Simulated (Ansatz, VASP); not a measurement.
# C: VASP beside Ansatz

```
C
1.0
     1.22491    0.70720    8.22703
    -1.22491    0.70720    8.22703
     0.00000   -1.41441    8.22703
C
4
Direct
  0.08717 0.08717 0.08717
  0.75385 0.75385 0.75385
  0.24615 0.24615 0.24615
  0.91283 0.91283 0.91283
```

Change from the starting cell: volume scaled by 0.98.

Alike in both runs: task single point; functional LDA; k mesh 12 × 12 × 12; occupations fermi-dirac, width 0.05 eV; no spin polarisation.

|  | VASP | Ansatz |
| --- | --- | --- |
| version | VASP 6.6.1 | Ansatz 0.2.0 |
| potentials or method | VASP PAW LDA potentials, release 64 (C), cutoff 520 eV | all-electron LAPW, scalar-relativistic |

```tsv
	VASP	Ansatz	Ansatz less VASP
gap on the k mesh at the Fermi level (eV)	0.20	0.20	-0.001
least direct gap on the mesh (eV)	0.20	0.20	-0.001
pressure (GPa)	-1.0	-1.6	-0.63
traceless stress, the component that is largest in VASP (GPa)	-0.08	0.64	+0.726
rms of the force components (eV/Å)	0.004	0.004	0.0000
```

LDA's correlation is that of Perdew and Zunger in VASP and of Perdew and Wang (1992) in Ansatz. Atom by atom the forces differ by 0.000 eV/Å (rms over components). Ansatz ran all-electron here, and VASP with PAW potentials.
